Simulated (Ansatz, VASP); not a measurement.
One calculation of C, two programs

Contents of INCAR:

```
SYSTEM = C
PREC = Accurate
ENCUT = 600
EDIFF = 1E-6
ISMEAR = -1
SIGMA = 0.05
LREAL = .False.
LASPH = .True.
NELM = 60
ALGO = Normal
ISIF = 3
LWAVE = .False.
LCHARG = .False.
GGA = PE
IBRION = 2
NSW = 60
EDIFFG = -0.01
```

File KPOINTS:

```
Automatic mesh
0
Gamma
  13 13 8
  0 0 0
```

Contents of POSCAR:

```
C
1.0
    2.1273203072     -1.2282824400      0.0000000000
    2.1273203072      1.2282824400      0.0000000000
   -1.3790696309      0.0000000000      3.5028300786
C
2
Direct
    0.1666444700      0.1666444700      0.9999069600
    0.8333555300      0.8333555300      0.0000930400
```

File input.yaml:

```yaml
crystal:
  lattice:
    - [2.1273203072, -1.22828244, 0.0]
    - [2.1273203072, 1.22828244, 0.0]
    - [-1.3790696309, 0.0, 3.5028300786]
  atoms:
    - { symbol: C, position: [0.16664447, 0.16664447, 0.99990696] }
    - { symbol: C, position: [0.83335553, 0.83335553, 9.304e-05] }
hamiltonian:
  xc: pbe
  pseudopotentials: { kind: paw }
kpoints:
  mp_grid: { grid: [13, 13, 8] }
scf:
  occupations: { method: fermi_dirac, width: 0.05 }
output:
  forces: true
  stress: true
  eigenvalues: true
  write_density: true
  write_potential: true
  elf: true
  volumetric_format: npy
relax:
  f_tol: 0.01
  max_steps: 40
  cell: { stress_tol: 0.05 }
```

Alike in both runs: task relaxation of cell and atoms; functional PBE; k mesh 13 × 13 × 8; occupations fermi-dirac, width 0.05 eV; no spin polarisation.

```csv
,VASP,Ansatz
version,VASP 6.6.1,Ansatz 0.2.0
potentials or method,"VASP PAW PBE potentials, release 64 (C)",Ansatz PAW
plane-wave cutoff (eV),600,420
valence electrons in the cell,8,8
```

|  | VASP | Ansatz | Ansatz less VASP |
| --- | --- | --- | --- |
| gap on the k mesh at the Fermi level, each at its own relaxed structure (eV) | 1.27 | 1.37 | +0.107 |
| relaxed volume (Å³/atom) | 10.50 | 11.27 | +0.761 |
| relaxed cell length with the largest relative difference (Å) | 4.225 | 4.505 | +0.2800 |

One of these differences is far larger than is usual between the two programs; its cause wasn't traced.

Noted on Ansatz's run: the volume moved by over 15 % at a fixed basis, so the end points are rough; odd divisions of the mesh miss points on the zone boundary, where band edges often lie, so the gap on the mesh can be too wide; the plane-wave basis is chosen anew once the cell has moved, so the energies of steps on either side of that aren't comparable.
